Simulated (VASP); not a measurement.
## Sn3S2: single point with PBE

Crystal: Sn3S2.

```
Sn S
1.0
     4.42319    0.00000    0.00000
    -2.21160    3.83060    0.00000
     0.00000    0.00000    6.88177
Sn S
3 2
Direct
  0.00000 0.00000 0.00000
  0.33333 0.66667 0.64500
  0.66667 0.33333 0.35500
  0.33333 0.66667 0.24500
  0.66667 0.33333 0.75500
```

- Program: VASP 6.6.1
- Task: single point
- Functional: PBE
- Potentials or basis: VASP PAW PBE potentials, release 64 (Sn_d, S)
- Cutoff: 520 eV
- k mesh: 6 × 6 × 4
- Occupations: gaussian, width 0.1 eV
- Spin: no spin polarisation

```
Pressure               : 12.5 GPa
Largest force          : 1.414 eV/Å
Band gap on the k mesh : zero (band 27 reaches 9.27 eV, above the bottom of band 28 at 7.64 eV)
```

Forces in eV/Å, atoms in the order of the input:
```
Sn   0.000  0.000  0.000
Sn   0.000  0.000  0.563
Sn   0.000  0.000 -0.563
S    0.000  0.000 -1.414
S    0.000  0.000  1.414
```

Stress tensor (GPa, compression positive):
```
12.67  0.00  0.00
 0.00 12.67  0.00
 0.00  0.00 12.03
```

Levels at points of the mesh, in eV from the Fermi level:
```
           k point  band 23  band 24  band 25  band 26  band 27  band 28  band 29  band 30  band 31  band 32
(0.00, 0.00, 0.00)    -4.21    -4.21    -3.79    -1.19    -0.31    -0.31     0.87     0.87     1.02     1.28
(0.50, 0.00, 0.00)    -4.64    -4.15    -2.69    -1.57     0.15     0.19     1.23     1.71     2.70     3.30
(0.00, 0.00, 0.50)    -4.23    -4.23    -3.57    -2.58    -0.71    -0.71     0.54     0.91     0.91     2.49
(0.50, 0.00, 0.50)    -4.78    -4.75    -2.92    -2.06    -0.14     0.09     1.54     1.90     2.12     2.33
```

Run time: 55 s on 1 thread of Intel(R) Xeon(R) 6975P-C (Granite Rapids), on a shared host, peak memory 0.28 GiB.

Caveat: spin-orbit coupling is left out, which moves the levels of the heavy elements; forces of over 1 eV/Å act on the atoms, so gaps and moduli don't describe the material at rest.
